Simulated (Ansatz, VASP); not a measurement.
# Two plane-wave programs on ZnO

POSCAR

```
ZnO
1.0
    3.1706340522      0.0000000000      0.0000000000
   -1.5853170261      2.7458496354      0.0000000000
    0.0000000000      0.0000000000      5.1067327796
Zn O
2 2
Direct
    0.3333333333      0.6666666667     -0.0023477545
    0.6666666667      0.3333333333      0.4976522455
    0.3333333333      0.6666666667      0.3773477545
    0.6666666667      0.3333333333      0.8773477545
```

The input INCAR.step1:

```
ALGO = Normal
EDIFF = 1E-4
ENCUT = 520
GGA = PE
ISMEAR = 0
LASPH = True
LCHARG = False
LREAL = False
LWAVE = True
NBANDS = 26
NELM = 60
PREC = Accurate
SIGMA = 0.01
```

INCAR.step2

```
ALGO = Normal
EDIFF = 1E-6
ENCUT = 520
ISIF = 2
ISMEAR = 0
ISTART = 1
LASPH = True
LCHARG = False
LMIXTAU = True
LREAL = False
LWAVE = False
METAGGA = R2SCAN
NBANDS = 26
NELM = 60
PREC = Accurate
SIGMA = 0.01
```

File KPOINTS:

```
k-points
0
Gamma
  12 12 6
```

Input for Ansatz:

```yaml
crystal:
  lattice:
    - [3.1706340522, 0.0, 0.0]
    - [-1.5853170261, 2.7458496354, 0.0]
    - [0.0, 0.0, 5.1067327796]
  atoms:
    - { symbol: Zn, position: [0.3333333333, 0.6666666667, -0.0023477545] }
    - { symbol: Zn, position: [0.6666666667, 0.3333333333, 0.4976522455] }
    - { symbol: O, position: [0.3333333333, 0.6666666667, 0.3773477545] }
    - { symbol: O, position: [0.6666666667, 0.3333333333, 0.8773477545] }
kpoints:
  mp_grid: { grid: [12, 12, 6] }
  band_path:
    path:
      - [0.0, 0.0, 0.0]
      - [0.5, 0.0, 0.0]
      - [0.3333333333, 0.3333333333, 0.0]
      - [0.0, 0.0, 0.5]
      - [0.5, 0.0, 0.5]
      - [0.3333333333, 0.3333333333, 0.5]
    npoints: 1
hamiltonian:
  xc: r2scan
scf:
  occupations: { method: fixed }
  n_extra_bands: 5
output:
  forces: true
  stress: true
  eigenvalues: true
```

Change from the starting cell: hydrostatic strain -2.0%.

Alike in both runs: task single point; functional r2SCAN; k mesh 12 × 12 × 6; no spin polarisation.

```csv
,VASP,Ansatz
version,VASP 6.6.1,Ansatz 0.2.0
potentials or method,"VASP PAW PBE potentials, release 64 (Zn, O)","plane waves, PAW"
plane-wave cutoff (eV),520,500
occupations,"gaussian, width 0.01 eV",fixed
valence electrons in the cell,36,36
```

```csv
,VASP,Ansatz,Ansatz less VASP
gap on the k mesh at the Fermi level (eV),1.33,1.33,-0.001
pressure (GPa),11.8,10.4,-1.41
"traceless stress, the component that is largest in VASP (GPa)",0.02,-0.08,-0.097
rms of the force components (eV/Å),0.006,0.002,-0.0042
```

VASP's potentials were made for PBE, not for r2SCAN. Atom by atom the forces differ by 0.004 eV/Å (rms over components).
